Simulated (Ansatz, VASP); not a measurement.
## Co in VASP and in Ansatz

```
Co
1.0
    -1.40477    1.40477    1.40477
     1.40477   -1.40477    1.40477
     1.40477    1.40477   -1.40477
Co
1
Direct
  0.00000 0.00000 0.00000
```

Alike in both runs: task single point; functional PBE; k mesh 20 × 20 × 20; occupations gaussian, width 0.05 eV; non-collinear spin, spin-orbit coupling.

|  | VASP | Ansatz |
| --- | --- | --- |
| version | VASP 6.6.1 | Ansatz 0.2.0 |
| potentials or method | VASP PAW PBE potentials, release 64 (Co), cutoff 520 eV | plane waves, PAW |
| valence electrons in the cell | 9 | 17 |

VASP gave:

* pressure (GPa): -0.9
* net moment per atom (μB): 1.72

Question: What did Ansatz give for the same quantities?

Answer: Pressure (GPa): 0.0; net moment per atom (μB): 1.74.

VASP's potentials hold 9 valence electrons a cell and Ansatz's 17, so a difference there can come from the potentials and not from the codes. Ansatz's warnings: stress scf threshold loose.
